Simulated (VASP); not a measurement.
A run of VASP 6.6.1:

File INCAR:

```
SYSTEM = C
ALGO = Normal
EDIFF = 1E-6
ENCUT = 520
GGA = PS
ISIF = 2
ISMEAR = -1
LASPH = .TRUE.
LCHARG = .TRUE.
LELF = .TRUE.
LREAL = .FALSE.
LVHAR = .TRUE.
LWAVE = .FALSE.
NBANDS = 8
NELM = 80
PREC = Accurate
SIGMA = 0.1
```

Contents of KPOINTS:

```
k-points
0
G
  21 21 21
  0 0 0
```

POSCAR

```
C
1.0
   -1.1399256374      1.1399256374      1.1399256374
    1.1399256374     -1.1399256374      1.1399256374
    1.1399256374      1.1399256374     -1.1399256374
C
1
Direct
    0.0000000000      0.0000000000      0.0000000000
```

Potentials or basis: VASP PAW PBE potentials, release 64 (C).

The run is started by

```bash
$ cat potpaw_PBE.64/C/POTCAR > POTCAR
$ mpirun -np 1 vasp_std > vasp.out
```

Hardware: 1 thread of Intel Xeon 6975P-C, on a shared host.

**Question.** Estimate the wall time of this run.

**Answer.** Run time: 4.4 s on 1 thread of Intel Xeon 6975P-C (shared host), peak memory 0.11 GiB. Counts: scf iterations 9, k points 286.
